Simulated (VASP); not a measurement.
# Ta2W (Fmmm) in VASP: a series of runs, part 2 of 2

VASP 6.6.1.

## Step 4: Relaxation of cell and atoms, PBE

File INCAR:

```
SYSTEM = Ta2W
ALGO     = Normal         ! electronic algorithm
EDIFF    = 1E-6           ! SCF threshold, eV
EDIFFG   = -0.04          ! ionic threshold
ENCUT    = 600            ! plane-wave cutoff, eV
GGA      = PE             ! functional
IBRION   = 2              ! ionic algorithm
ISIF     = 3              ! what is computed and relaxed
ISMEAR   = 0              ! smearing method
LASPH    = .TRUE.         ! aspherical terms in the spheres
LCHARG   = .FALSE.        ! write CHGCAR
LREAL    = .FALSE.        ! projectors in reciprocal space
LWAVE    = .FALSE.        ! write WAVECAR
NELM     = 60             ! most SCF steps
NSW      = 90             ! ionic steps
PREC     = Accurate       ! precision mode
SIGMA    = 0.1            ! smearing width, eV
```

File KPOINTS:

```
k-points
0
G
  6 6 6
  0 0 0
```

File POSCAR:

```
Ta2W
1.0
    0.0000000000      2.3362603503      6.9063427506
    1.6225115479      0.0000000000      6.9063427506
    1.6225115479      2.3362603503      0.0000000000
Ta W
2 1
Direct
    0.1635744549      0.1635744549      0.8364255451
    0.8364255451      0.8364255451      0.1635744549
    0.5000000000      0.5000000000      0.5000000000
```

Potentials or basis: VASP PAW PBE potentials, release 64 (Ta_pv, W_sv).

Started as:

```sh
> cat potpaw_PBE.64/Ta_pv/POTCAR potpaw_PBE.64/W_sv/POTCAR > POTCAR
> mpirun -np 1 vasp_std > vasp.out
```

OUTCAR:

```text
SYSTEM = Ta2W
   EDIFF = 1E-6
   EDIFFG = -0.04
   ENCUT = 600
   GGA = PE
   IBRION = 2
   ISIF = 3
   ISMEAR = 0
   LASPH = .TRUE.
   LREAL = .FALSE.
   NELM = 60
   NSW = 90
   PREC = Accurate

 ion  position               nearest neighbor table
   1  0.164  0.164  0.836-   3 2.78   3 2.78   2 2.89   2 2.89   3 3.25   3 3.25   2 3.34   2 3.34

   2  0.836  0.836  0.164-   3 2.78   3 2.78   1 2.89   1 2.89   3 3.25   3 3.25   1 3.34   1 3.34

   3  0.500  0.500  0.500-   1 2.78   1 2.78   2 2.78   2 2.78   2 3.25   1 3.25   1 3.25   2 3.25

  LATTYP: Found a face centered orthorhombic cell.
 ALAT       =     3.2450230958
 B/A-ratio  =     1.4399036810
 C/A-ratio  =     4.2565754059

  Lattice vectors:

 A1 = (   0.0000000000,   2.3362603503,   6.9063427506)
 A2 = (   1.6225115479,   0.0000000000,   6.9063427506)
 A3 = (   1.6225115479,   2.3362603503,   0.0000000000)

Analysis of symmetry for initial positions (statically):
[... 331 lines left out ...]
  free energy    TOTEN  =       -36.66123184 eV

  energy without entropy =      -36.64200011  energy(sigma->0) =      -36.65161598

 E-fermi :   6.8835     XC(G=0): -12.8660

 val. band max:        6.8784727218   @ k =  -0.3333   0.1667   0.1667
 cond. band min:       6.8850642545   @ k =  -0.1667  -0.0000   0.1667
 fundamental gap:      0.0065915327
 Fermi energy:         6.8834515471

 k-point     1 :       0.0000    0.0000    0.0000
  band No.  band energies     occupation
      1     -66.4150      2.00000
      2     -30.7082      2.00000
      3     -30.3710      2.00000
      4     -30.2038      2.00000
      5     -27.0301      2.00000
      6     -26.4382      2.00000
[... 589 lines left out ...]
     21       8.4774      0.00000
     22       8.5744      0.00000

 [... further k-points ...]

------------------------ aborting loop because EDIFF is reached ----------------------------------------

  FORCE on cell =-STRESS in cart. coord.  units (eV):
  Direction    XX          YY          ZZ          XY          YZ          ZX
  --------------------------------------------------------------------------------------
  -------------------------------------------------------------------------------------
  Total        0.0611742     -0.0248652      0.0108139      0.0000000      0.0000000      0.0000000
  in kB        1.8657008     -0.7583421      0.3298046      0.0000000      0.0000000      0.0000000
  external PRESSURE =       0.4790544 kB  Pullay stress =       0.0000000 kB
[... 18 lines left out ...]
  FREE ENERGIE OF THE ION-ELECTRON SYSTEM (eV)
  ---------------------------------------------------
  free  energy   TOTEN  =       -36.6612318419 eV

  energy  without entropy=      -36.6420001097  energy(sigma->0) =      -36.65161598

 reached required accuracy - stopping structural energy minimisation
```

CONTCAR:

```text
Ta2W
   1.00000000000000
     0.0000000000000000    2.3509700993595777    6.9058233272329028
     1.6178719253535643   -0.0000000000000000    6.9058233272329028
     1.6178719253535643    2.3509700993595777    0.0000000000000000
  Ta              W
     2     1
Direct
     0.1627079846733352    0.1627079846733352    0.8372920153266648
     0.8372920153266648    0.8372920153266648    0.1627079846733352
     0.5000000000000000    0.5000000000000000    0.5000000000000000

  0.00000000E+00  0.00000000E+00  0.00000000E+00
  0.00000000E+00  0.00000000E+00  0.00000000E+00
  0.00000000E+00  0.00000000E+00  0.00000000E+00
```

Wall time 10 min (1 thread of Intel Xeon 8259CL, shared host); peak memory 0.34 GiB.

What came out:

- Free energy: -36.6612 eV
- Relaxed volume: 17.51 Å³/atom
- Relaxed cell: a = 7.295 Å, b = 7.093 Å, c = 2.854 Å, α = 82.57°, β = 74.60°, γ = 22.83°
- Space group after relaxing (to 0.1 Å): Fmmm (No. 69)
- Energy gained by relaxing: 1.2 meV/atom
- Ionic steps: 5
- Pressure after relaxing: 0.0 GPa
- Largest force after relaxing: 0.018 eV/Å
- Band gap on the k mesh: zero (bands 18 and 19 overlap by 2.97 eV)

Forces on the atoms (eV/Å):
```
Ta   0.000  0.000 -0.018
Ta   0.000  0.000  0.018
W    0.000  0.000  0.000
```

Step by step:
```
step  energy change (eV)  largest force (eV/Å)  pressure (GPa)  volume (Å³)
   1              0.0000                0.1785            0.65        52.36
   2             -0.0015                0.0764           -1.51        52.90
   3             -0.0022                0.1103           -0.76        52.70
   4             -0.0033                0.0242            0.43        52.46
   5             -0.0036                0.0181            0.05        52.53
```

Final structure:
```
CELL_PARAMETERS angstrom
0.00000 2.35097 6.90582
1.61787 0.00000 6.90582
1.61787 2.35097 0.00000
ATOMIC_POSITIONS crystal
Ta 0.16271 0.16271 0.83729
Ta 0.83729 0.83729 0.16271
W 0.50000 0.50000 0.50000
```

Caveat: the k points lie up to 0.40 Å⁻¹ apart in the final cell, too coarse for converged energies and pressures of a metal; spin-orbit coupling is left out, which moves the levels of the heavy elements.

## Step 5: Summary

```tsv
task	cell	cutoff (eV)	gap on the mesh (eV)	pressure (GPa)	largest force (eV/Å)
single point	a = 7.291, b = 7.094, c = 2.844 Å, angles 82.5, 74.7, 22.8°, 3 atoms, atomic positions A	520	none	0.6	0.18
single point	a = 7.294, b = 7.093, c = 2.851 Å, angles 82.6, 74.6, 22.8°, 3 atoms, atomic positions B	520	none	0.5	0.04
relaxation of cell and atoms	relaxed from a = 7.291, b = 7.094, c = 2.844 Å, angles 82.5, 74.7, 22.8°, 3 atoms, atomic positions A	600	none	0.0	0.02
```

Alike in all rows: level PBE; potentials or basis VASP PAW PBE potentials, release 64 (Ta_pv, W_sv); no spin polarisation; k mesh 6 × 6 × 6; smearing gaussian 0.1 eV.

Caveats: all runs use coarse meshes; spin-orbit coupling is left out, which moves the levels of the heavy elements.

Total energies depend on the potentials used, so only differences within one code and one set of settings carry meaning.

The gap in the log of VASP goes by the Fermi energy; the results here count the filled bands.